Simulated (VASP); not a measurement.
Input of a VASP 6.6.1 run:

Contents of INCAR:

```
SYSTEM = W
PREC = Accurate ; ENCUT = 600
EDIFF = 1E-6 ; ISMEAR = 1
SIGMA = 0.05 ; LREAL = .FALSE.
LASPH = .TRUE. ; NELM = 80
ALGO = Normal ; ISIF = 3
LWAVE = .FALSE. ; LCHARG = .FALSE.
GGA = PE ; IBRION = 2
NSW = 80 ; EDIFFG = -0.03
```

File KPOINTS:

```
Automatic mesh
0
G
  12 12 12
  0 0 0
```

POSCAR

```
W
1.0
    0.0000000000      2.0300000000      2.0300000000
    2.0300000000      0.0000000000      2.0300000000
    2.0300000000      2.0300000000      0.0000000000
W
1
Direct
    0.0000000000      0.0000000000      0.0000000000
```

Potentials or basis: VASP PAW PBE potentials, release 64 (W_sv).

Run with:

```console
$ cat potpaw_PBE.64/W_sv/POTCAR > POTCAR
$ mpirun -np 1 vasp_std > vasp.out
```

(1) What does it give for the band gap on the k mesh?

(2) Estimate the space group after relaxing (to 0.05 Å).

(3) What does it give for the relaxed cell?

(4) What does it give for the relaxed volume?

Answers

(1) zero (band 7 reaches 13.47 eV, above the bottom of band 8 at 9.89 eV).

(2) Fm-3m (No. 225).

(3) a = 2.856 Å, b = 2.856 Å, c = 2.856 Å, α = 60.00°, β = 60.00°, γ = 60.00°.

(4) 16.47 Å³/atom.

Caveat: spin-orbit coupling is left out, which moves the levels of the heavy elements.
